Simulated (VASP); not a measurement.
Set up this calculation in VASP 6.6.1, as the native input.

- Task: single point
- Functional: r2SCAN
- Potentials or basis: VASP PAW PBE potentials, release 64 (B, P)
- Cutoff: 520 eV
- k mesh: 8 × 8 × 8
- Occupations: gaussian, width 0.05 eV
- Spin: no spin polarisation
- Dipole correction: no
- Further INCAR settings: ALGO = Normal; EDIFF = 1e-06; NBANDS = 11

Crystal: BP.

```
B P
1.0
     0.00000    2.61937    1.70259
     2.61937    0.00000    1.70259
     2.61937    2.61937    0.00000
B P
1 1
Direct
  0.00000 0.00000 0.00000
  0.75000 0.75000 0.75000
```

This cell differs from its parent crystal: ratio of the length along z to the lengths across it x 0.65, volume and fractional coordinates fixed.

These files were run (other wordings do the same):

POSCAR

```
BP
1.0
    0.0000000000      2.6193691626      1.7025899557
    2.6193691626      0.0000000000      1.7025899557
    2.6193691626      2.6193691626      0.0000000000
B P
1 1
Direct
    0.0000000000      0.0000000000      0.0000000000
    0.7500000000      0.7500000000      0.7500000000
```

INCAR.step1

```
SYSTEM = BP
ALGO = Normal
EDIFF = 1E-4
ENCUT = 520
GGA = PE
ISMEAR = 0
LASPH = .TRUE.
LCHARG = .FALSE.
LREAL = .FALSE.
LWAVE = .TRUE.
NBANDS = 11
NELM = 80
PREC = Accurate
SIGMA = 0.05
```

INCAR.step2

```
SYSTEM = BP
ALGO = Normal
EDIFF = 1E-6
ENCUT = 520
ISIF = 2
ISMEAR = 0
ISTART = 1
LASPH = .TRUE.
LCHARG = .FALSE.
LMIXTAU = .TRUE.
LREAL = .FALSE.
LWAVE = .FALSE.
METAGGA = R2SCAN
NBANDS = 11
NELM = 80
PREC = Accurate
SIGMA = 0.05
```

KPOINTS

```
k-points
0
G
  8 8 8
  0 0 0
```

Potentials or basis: VASP PAW PBE potentials, release 64 (B, P).

Launch:

```bash
$ cat potpaw_PBE.64/B/POTCAR potpaw_PBE.64/P/POTCAR > POTCAR
$ cp INCAR.step1 INCAR
$ mpirun -np 1 vasp_std > vasp.out
$ cp INCAR.step2 INCAR
$ mpirun -np 1 vasp_std > vasp.out
```

It gave:

- Pressure: -6.6 GPa
- Band gap on the k mesh: zero (band 4 reaches 9.97 eV, above the bottom of band 5 at 5.43 eV)

Caveat: the PAW data sets were made with another functional, which shifts forces and pressure a little.

It took 42 s on 1 thread of Intel(R) Xeon(R) Platinum 8259CL CPU @ 2.50GHz (Skylake/Cascade Lake), on a shared host, peak memory 0.15 GiB.
